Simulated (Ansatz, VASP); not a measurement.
# One calculation of Si, two programs

```
Si
1.0
     0.00000    2.07133    2.14882
     1.63904    0.00000    2.14882
     1.63904    2.07133    0.00000
Si
1
Direct
  0.00000 0.00000 0.00000
```

Alike in both runs: task single point; functional PBE; k mesh 24 × 24 × 24; occupations gaussian, width 0.1 eV; no spin polarisation.

|  | VASP | Ansatz |
| --- | --- | --- |
| version | VASP 6.6.1 | Ansatz 0.2.0 |
| potentials or method | VASP PAW PBE potentials, release 64 (Si), cutoff 520 eV | scalar-relativistic, plane waves, PAW |
| valence electrons in the cell | 4 | 4 |

|  | VASP | Ansatz | Ansatz less VASP |
| --- | --- | --- | --- |
| gap on the k mesh at the Fermi level (eV) | none | none | - |
| pressure (GPa) | 0.0 | 0.0 | +0.03 |

A gap of «none» marks a metal or a gap that the smearing closes.
